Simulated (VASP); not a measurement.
# Cd2Se3 (P4/mmm) in VASP: a series of runs

Cd2Se3 is run at these levels: PBE; tasks: single point.

Everything below comes from runs of VASP 6.6.1. Logs are shortened: lines on timing, memory, paths and dates and some standing lists are left out, and cuts for length are marked.

## 1. The cell of the first run

Symmetry: P4/mmm, No. 123, tetragonal system. Conventional cell: a = 4.139 Å, b = 4.139 Å, c = 10.030 Å, α = 90.00°, β = 90.00°, γ = 90.00°. Cd (site symmetry 4/mmm) has 2 Se at 2.63 Å and 4 Cd at 2.93 Å within 3.5 Å. Cd (site symmetry 4/mmm) has 8 Cd at 2.93 to 4.14 Å and 8 Se at 3.94 Å within 4.2 Å. Se (site symmetry 4/mmm) has 2 Se at 2.38 Å within 3.1 Å. Within 3.1 Å of Se (site symmetry 4mm) lie 1 Se at 2.38 Å and 1 Cd at 2.63 Å.

The cell was built from a structure type or drawn by symmetry, and may not be a known phase.

## 2. Single point, PBE

The input, INCAR:

```
PREC = Accurate
ENCUT = 520
EDIFF = 1E-7
ISMEAR = 0
SIGMA = 0.1
LREAL = False
LASPH = True
NELM = 100
ALGO = Normal
ISIF = 2
LWAVE = False
LCHARG = True
GGA = PE
LELF = True
LVHAR = True
NBANDS = 29
```

The input, KPOINTS:

```
Automatic mesh
0
Gamma
  10 10 4
```

The input, POSCAR:

```
Cd2Se3
1.0
    4.1388946977      0.0000000000      0.0000000000
    0.0000000000      4.1388946977      0.0000000000
    0.0000000000      0.0000000000     10.0299559836
Cd Se
2 3
Direct
    0.0000000000      0.0000000000      0.5000000000
    0.5000000000      0.5000000000      0.5000000000
    0.0000000000      0.0000000000      0.0000000000
    0.0000000000      0.0000000000      0.2376076968
    0.0000000000      0.0000000000      0.7623923032
```

Potentials or basis: VASP PAW PBE potentials, release 64 (Cd, Se).

Launch:

```sh
$ cat potpaw_PBE.64/Cd/POTCAR potpaw_PBE.64/Se/POTCAR > POTCAR
$ mpirun -np 1 vasp_std > vasp.out
```

OUTCAR:

```text
PREC = Accurate
   ENCUT = 520
   EDIFF = 1E-7
   ISMEAR = 0
   LREAL = False
   LASPH = True
   NELM = 100
   ISIF = 2
   GGA = PE

 ion  position               nearest neighbor table
   1  0.000  0.000  0.500-   4 2.63   5 2.63   2 2.93   2 2.93   2 2.93   2 2.93
   2  0.500  0.500  0.500-   1 2.93   1 2.93   1 2.93   1 2.93
   3  0.000  0.000  0.000-   4 2.38   5 2.38
   4  0.000  0.000  0.238-   3 2.38   1 2.63
   5  0.000  0.000  0.762-   3 2.38   1 2.63

  LATTYP: Found a simple tetragonal cell.
 ALAT       =     4.1388946977
 C/A-ratio  =     2.4233416688

  Lattice vectors:

 A1 = (   4.1388946977,   0.0000000000,   0.0000000000)
 A2 = (   0.0000000000,   4.1388946977,   0.0000000000)
 A3 = (   0.0000000000,   0.0000000000,  10.0299559836)

Analysis of symmetry for initial positions (statically):
=====================================================================
 Subroutine PRICEL returns:
 Original cell was already a primitive cell.

 Routine SETGRP: Setting up the symmetry group for a
 simple tetragonal supercell.

 Subroutine GETGRP returns: Found 16 space group operations
 (whereof 16 operations were pure point group operations)
 out of a pool of 16 trial point group operations.

The static configuration has the point symmetry D_4h.

Analysis of symmetry for dynamics (positions and initial velocities):
=====================================================================
 Subroutine PRICEL returns:
 Original cell was already a primitive cell.

 Routine SETGRP: Setting up the symmetry group for a
 simple tetragonal supercell.

 Subroutine GETGRP returns: Found 16 space group operations
 (whereof 16 operations were pure point group operations)
 out of a pool of 16 trial point group operations.

The dynamic configuration has the point symmetry D_4h.

 Subroutine INISYM returns: Found 16 space group operations
 (whereof 16 operations are pure point group operations),
 and found     1 'primitive' translations

----------------------------------------------------------------------------------------

                                     Primitive cell

  volume of cell :     171.8177

  direct lattice vectors                    reciprocal lattice vectors
     4.138894698  0.000000000  0.000000000     0.241610399  0.000000000  0.000000000
     0.000000000  4.138894698  0.000000000     0.000000000  0.241610399  0.000000000
     0.000000000  0.000000000 10.029955984     0.000000000  0.000000000  0.099701335

  length of vectors
     4.138894698  4.138894698 10.029955984     0.241610399  0.241610399  0.099701335

  position of ions in fractional coordinates (direct lattice)
     0.000000000  0.000000000  0.500000000
     0.500000000  0.500000000  0.500000000
     0.000000000  0.000000000  0.000000000
     0.000000000  0.000000000  0.237607697
     0.000000000  0.000000000  0.762392303

  ion indices of the primitive-cell ions
   primitive index   ion index
                 1           1
                 2           2
                 3           3
                 4           4
                 5           5

----------------------------------------------------------------------------------------

 KPOINTS: Automatic mesh

Automatic generation of k-mesh.
 Grid dimensions read from file:
 generate k-points for:   10   10    4

 Generating k-lattice:

  Cartesian coordinates                     Fractional coordinates (reciprocal lattice)
     0.024161040  0.000000000  0.000000000     0.100000000  0.000000000  0.000000000
     0.000000000  0.024161040  0.000000000     0.000000000  0.100000000  0.000000000
     0.000000000  0.000000000  0.024925334     0.000000000  0.000000000  0.250000000

  Length of vectors
     0.024161040  0.024161040  0.024925334

  Shift w.r.t. Gamma in fractional coordinates (k-lattice)
     0.000000000  0.000000000  0.000000000

 Subroutine IBZKPT returns following result:
 ===========================================

 Found     63 irreducible k-points:

 Following reciprocal coordinates:
            Coordinates               Weight
  0.000000  0.000000  0.000000      1.000000
  0.100000  0.000000  0.000000      4.000000
  0.200000  0.000000  0.000000      4.000000
  0.300000  0.000000  0.000000      4.000000
  0.400000  0.000000  0.000000      4.000000
  0.500000  0.000000  0.000000      2.000000
[... 16 lines left out ...]
  0.100000  0.000000  0.250000      8.000000
  0.200000  0.000000  0.250000      8.000000
 [... further k-points ...]
   k-points           NKPTS =     63   k-points in BZ     NKDIM =     63   number of bands    NBANDS=     29
   number of dos      NEDOS =    301   number of ions     NIONS =      5
   total plane-waves  NPLWV =  81920
   dimension x,y,z NGX =    32 NGY =   32 NGZ =   80
   dimension x,y,z NGXF=    64 NGYF=   64 NGZF=  160
   ions per type =               2   3
   NGX,Y,Z   is equivalent  to a cutoff of  12.85, 12.85, 13.26 a.u.
   NGXF,Y,Z  is equivalent  to a cutoff of  25.71, 25.71, 26.52 a.u.
 SYSTEM =  unknown system
   PREC   = accura    normal or accurate (medium, high low for compatibility)
   ISTART =      0    job   : 0-new  1-cont  2-samecut
   ICHARG =      2    charge: 1-file 2-atom 10-const
   ISPIN  =      1    spin polarized calculation?
   LNONCOLLINEAR =      F non collinear calculations
   LSORBIT =      F    spin-orbit coupling
   LASPH  =      T    aspherical Exc in radial PAW
   ENCUT  =  520.0 eV  38.22 Ry    6.18 a.u.   7.70  7.70 18.65*2*pi/ulx,y,z
   NELM   =    100;   NELMIN=  2; NELMDL= -5     # of ELM steps
   EDIFF  = 0.1E-06   stopping-criterion for ELM
   LREAL  =      F    real-space projection
   EDIFFG = 0.1E-05   stopping-criterion for IOM
   NSW    =      0    number of steps for IOM
   IBRION =     -1    ionic relax: 0-MD 1-quasi-New 2-CG
   NFREE  =      0    steps in history (QN), initial steepest desc. (CG)
   ISIF   =      2    stress and relaxation
   ISYM   =      2    0-nonsym 1-usesym 2-fastsym
   POTIM  = 0.5000    time-step for ionic-motion
   TEBEG  =    0.0;   TEEND  =   0.0 temperature during run
   PSTRESS=    0.0 pullay stress
   NELECT =      42.0000    total number of electrons
   NUPDOWN=      -1.0000    fix difference up-down
   EMIN   =  10.00;   EMAX   =-10.00  energy-range for DOS
   EFERMI =   0.00;   METHOD = LEGACY
   ISMEAR =     0;   SIGMA  =   0.10  broadening in eV -4-tet -1-fermi 0-gaus
   EFERMI_NEDOS =   21; number of points for ismear=-14 and -15
   IALGO  =     38    algorithm
   IMIX   =      4    mixing-type and parameters
     AMIX     =   0.40;   BMIX     =  1.00
     AMIX_MAG =   1.60;   BMIX_MAG =  1.00
  volume/ion in A,a.u.               =      34.36       231.90
  Fermi-wavevector in a.u.,A,eV,Ry     =   1.023612  1.934346 14.255931  1.047781
  Thomas-Fermi vector in A             =   2.157355
   LORBIT       =      0    0 simple, 1 ext, 2 COOP (PROOUT), +10 PAW based schemes
   GGA     = PE    functional components
   LHFCALC =     F    Hartree Fock is set to
   AEXX    =    0.0000 exact exchange contribution
   IVDW    =     0    specifies the selected vdW correction
   LEPSILON=     F    determine dielectric tensor
   LRPA    =     F    only Hartree local field effects (RPA)
 non-spin polarized calculation
 Gauss-broadening in eV      SIGMA  =   0.10
  energy-cutoff  :      520.00
  volume of cell :      171.82
 maximum number of plane-waves:      4661
 NGX is ok and might be reduce to    32
   NGX = 15   NGY = 15   NGZ = 37

 number of electron      41.9999998 magnetization

 Free energy of the ion-electron system (eV)
  ---------------------------------------------------
  ext. energy  EPLUGINS =         0.00000000
  ---------------------------------------------------
  free energy    TOTEN  =       -10.22972831 eV

  energy without entropy =      -10.21232501  energy(sigma->0) =      -10.22102666

 E-fermi :   0.2237     XC(G=0):  -7.9897

 val. band max:        0.2032169508   @ k =   0.4000   0.3000   0.2500
 cond. band min:       0.2343864171   @ k =   0.3000   0.1000   0.5000
 fundamental gap:      0.0311694663
 Fermi energy:         0.2236996201

 k-point     1 :       0.0000    0.0000    0.0000
  band No.  band energies     occupation
      1     -13.9685      2.00000
      2     -12.4040      2.00000
      3     -10.8998      2.00000
      4      -9.2520      2.00000
      5      -8.9949      2.00000
      6      -8.8143      2.00000
[... 21 lines left out ...]
     28       5.7005      0.00000
     29       6.4688      0.00000

 k-point     2 :       0.1000    0.0000    0.0000
  band No.  band energies     occupation
      1     -13.9576      2.00000
      2     -12.3923      2.00000
      3     -10.8882      2.00000
      4      -9.2177      2.00000
      5      -8.9629      2.00000
      6      -8.7790      2.00000
[... 21 lines left out ...]
     28       6.0543      0.00000
     29       6.7904      0.00000

 k-point     3 :       0.2000    0.0000    0.0000
  band No.  band energies     occupation
      1     -13.9288      2.00000
      2     -12.3612      2.00000
      3     -10.8576      2.00000
      4      -9.1162      2.00000
      5      -8.8712      2.00000
      6      -8.6813      2.00000
[... 21 lines left out ...]
     28       6.5495      0.00000
     29       7.1049      0.00000

 k-point     4 :       0.3000    0.0000    0.0000
  band No.  band energies     occupation
      1     -13.8926      2.00000
      2     -12.3220      2.00000
      3     -10.8193      2.00000
      4      -8.9527      2.00000
      5      -8.7338      2.00000
      6      -8.5439      2.00000
[... 21 lines left out ...]
     28       6.8227      0.00000
     29       7.0369      0.00000

 k-point     5 :       0.4000    0.0000    0.0000
  band No.  band energies     occupation
      1     -13.8628      2.00000
      2     -12.2897      2.00000
      3     -10.7880      2.00000
      4      -8.7400      2.00000
      5      -8.5799      2.00000
      6      -8.4850      2.00000
[... 21 lines left out ...]
     28       6.8767      0.00000
     29       7.3988      0.00000
[... 510 lines left out ...]
     28       5.5812      0.00000
     29       7.0287      0.00000

 k-point    22 :       0.0000    0.0000    0.2500
  band No.  band energies     occupation
      1     -13.9540      2.00000
      2     -12.4889      2.00000
      3     -10.7345      2.00000
      4      -9.2520      2.00000
      5      -8.9949      2.00000
      6      -8.8583      2.00000
[... 21 lines left out ...]
     28       6.2916      0.00000
     29       6.5481      0.00000

 k-point    23 :       0.1000    0.0000    0.2500
  band No.  band energies     occupation
      1     -13.9432      2.00000
      2     -12.4770      2.00000
      3     -10.7230      2.00000
      4      -9.2177      2.00000
      5      -8.9629      2.00000
      6      -8.8267      2.00000
[... 21 lines left out ...]
     28       6.4110      0.00000
     29       6.8239      0.00000

 k-point    24 :       0.2000    0.0000    0.2500
  band No.  band energies     occupation
      1     -13.9145      2.00000
      2     -12.4453      2.00000
      3     -10.6925      2.00000
      4      -9.1162      2.00000
      5      -8.8713      2.00000
      6      -8.7401      2.00000
[... 21 lines left out ...]
     28       6.5405      0.00000
     29       7.3059      0.00000

 [... further k-points ...]

------------------------ aborting loop because EDIFF is reached ----------------------------------------

  FORCE on cell =-STRESS in cart. coord.  units (eV):
  Direction    XX          YY          ZZ          XY          YZ          ZX
  --------------------------------------------------------------------------------------
  -------------------------------------------------------------------------------------
  Total        0.0458528      0.0458528      0.1722174      0.0000000     -0.0000000      0.0000000
  in kB        0.4275715      0.4275715      1.6059051      0.0000000     -0.0000000      0.0000000
  external PRESSURE =       0.8203494 kB  Pullay stress =       0.0000000 kB

 VOLUME and BASIS-vectors are now :
 -----------------------------------------------------------------------------
  energy-cutoff  :      520.00
  volume of cell :      171.82
      direct lattice vectors                 reciprocal lattice vectors
     4.138894698  0.000000000  0.000000000     0.241610399  0.000000000  0.000000000
     0.000000000  4.138894698  0.000000000     0.000000000  0.241610399  0.000000000
     0.000000000  0.000000000 10.029955984     0.000000000  0.000000000  0.099701335

 POSITION                                       TOTAL-FORCE (eV/Angst)
 -----------------------------------------------------------------------------------
      0.00000      0.00000      5.01498        -0.000000      0.000000      0.000000
      2.06945      2.06945      5.01498        -0.000000      0.000000      0.000000
      0.00000      0.00000      0.00000        -0.000000      0.000000      0.000000
      0.00000      0.00000      2.38319        -0.000000      0.000000     -0.031126
      0.00000      0.00000      7.64676         0.000000      0.000000      0.031126
 -----------------------------------------------------------------------------------
    total drift:                                0.000000      0.000000     -0.000000

  FREE ENERGIE OF THE ION-ELECTRON SYSTEM (eV)
  ---------------------------------------------------
  free  energy   TOTEN  =       -10.2297283126 eV

  energy  without entropy=      -10.2123250071  energy(sigma->0) =      -10.22102666
```

Run time: 3.1 min. Hardware: 1 thread of Intel Xeon Platinum 8488C (Sapphire Rapids), shared host; peak memory 0.44 GiB.

What came out:

```
Free energy            : -10.2297 eV
Pressure               : 0.1 GPa
Largest force          : 0.031 eV/Å
Band gap on the k mesh : zero (bands 21 and 22 overlap by 1.38 eV)
```

Forces in eV/Å, atoms in the order of the input:
```
Cd   0.000  0.000  0.000
Cd   0.000  0.000  0.000
Se   0.000  0.000  0.000
Se   0.000  0.000 -0.031
Se   0.000  0.000  0.031
```

Stress tensor (GPa, compression positive):
```
0.04 0.00 0.00
0.00 0.04 0.00
0.00 0.00 0.16
```

Levels at points of the mesh, in eV from the Fermi level:
```csv
k point,band 17,band 18,band 19,band 20,band 21,band 22,band 23,band 24,band 25,band 26
"(0.00, 0.00, 0.00)",-1.93,-0.59,-0.59,0.33,0.42,0.42,1.72,3.44,3.44,3.84
"(0.50, 0.00, 0.00)",-2.73,-2.13,-1.75,-0.44,0.02,0.71,1.52,2.97,3.94,5.92
"(0.50, 0.50, 0.00)",-2.29,-1.72,-1.72,-1.28,-1.28,-0.65,0.90,0.90,3.03,3.23
"(0.00, 0.00, 0.50)",-1.86,-1.85,-0.84,-0.84,0.73,0.73,2.96,3.14,3.23,3.23
"(0.50, 0.00, 0.50)",-1.71,-1.68,-1.43,-1.21,-0.68,-0.58,0.86,4.38,5.05,6.05
"(0.50, 0.50, 0.50)",-2.34,-2.34,-1.27,-0.65,-0.28,-0.28,0.13,0.25,0.25,3.55
```

## 3. Single point, PBE

The input, INCAR:

```
SYSTEM = Cd2Se3
PREC = Accurate
ENCUT = 520
EDIFF = 1E-7
ISMEAR = 0
SIGMA = 0.1
LREAL = .False.
LASPH = .True.
NELM = 100
ALGO = Normal
ISIF = 2
LWAVE = .False.
LCHARG = .False.
GGA = PE
NBANDS = 29
```

The input, KPOINTS:

```
regular mesh
0
Gamma
  10 10 4
  0 0 0
```

POSCAR is that of step 2.

Potentials or basis: VASP PAW PBE potentials, release 64 (Cd, Se).

Launch:

```sh
$ cat potpaw_PBE.64/Cd/POTCAR potpaw_PBE.64/Se/POTCAR > POTCAR
$ mpirun -np 1 vasp_std > vasp.out
```

Wall time 3 min (1 thread of Intel Xeon Platinum 8488C (Sapphire Rapids), shared host); peak memory 0.44 GiB.

Results (log left out):

```yaml
Free_energy: -10.2297 eV
Pressure: 0.1 GPa
Largest_force: 0.031 eV/Å
Band_gap_on_the_k_mesh: zero (bands 21 and 22 overlap by 1.38 eV)
```

Forces on the atoms (eV/Å):
```
Cd   0.000  0.000  0.000
Cd   0.000  0.000  0.000
Se   0.000  0.000  0.000
Se   0.000  0.000 -0.031
Se   0.000  0.000  0.031
```

Stress tensor (GPa, compression positive):
```
0.04 0.00 0.00
0.00 0.04 0.00
0.00 0.00 0.16
```

Levels at points of the mesh, in eV from the Fermi level:
```
           k point  band 17  band 18  band 19  band 20  band 21  band 22  band 23  band 24  band 25  band 26
(0.00, 0.00, 0.00)    -1.93    -0.59    -0.59     0.33     0.42     0.42     1.72     3.44     3.44     3.84
(0.50, 0.00, 0.00)    -2.73    -2.13    -1.75    -0.44     0.02     0.71     1.52     2.97     3.94     5.92
(0.50, 0.50, 0.00)    -2.29    -1.72    -1.72    -1.28    -1.28    -0.65     0.90     0.90     3.03     3.23
(0.00, 0.00, 0.50)    -1.86    -1.85    -0.84    -0.84     0.73     0.73     2.96     3.14     3.23     3.23
(0.50, 0.00, 0.50)    -1.71    -1.68    -1.43    -1.21    -0.68    -0.58     0.86     4.38     5.05     6.05
(0.50, 0.50, 0.50)    -2.34    -2.34    -1.27    -0.65    -0.28    -0.28     0.13     0.25     0.25     3.55
```
